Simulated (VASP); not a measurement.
Runs of VASP 6.6.1 on Na2Al2O. The structure is that of space group P4/mmm (No. 123), or close to it. The cells are those of the table. 

| task | spin | cell | k mesh | cutoff (eV) | gap on the mesh (eV) | pressure (GPa) | largest force (eV/Å) |
| --- | --- | --- | --- | --- | --- | --- | --- |
| relaxation of cell and atoms | off | relaxed from a = 4.292, b = 4.292, c = 7.971 Å, angles 90.0, 90.0, 90.5°, 5 atoms | 10 × 10 × 6 | 600 | none | 0.0 | - |
| single point | collinear, ferromagnetic start | a = 4.292, b = 4.292, c = 7.971 Å, angles 90.0, 90.0, 90.5°, 5 atoms | 4 × 4 × 2 | 520 | none | 0.0 | 0.07 |
| single point | off | a = 4.292, b = 4.292, c = 7.971 Å, angles 90.0, 90.0, 90.5°, 5 atoms | 4 × 4 × 4 | 520 | none | 0.1 | (a) |
| single point | off | a = 4.263, b = 4.263, c = 8.061 Å, angles 90.0, 90.0, 90.3°, 5 atoms | 10 × 10 × 6 | 520 | none | 0.1 | - |

Alike in all rows: level PBE; potentials or basis VASP PAW PBE potentials, release 64 (Na_pv, Al, O); smearing gaussian 0.1 eV.

**Question.** Estimate the missing entries.

**Answer.** (a) 0.03.

Caveats: some runs use coarse meshes.

A gap of «none» marks levels without a gap at the run's occupations.
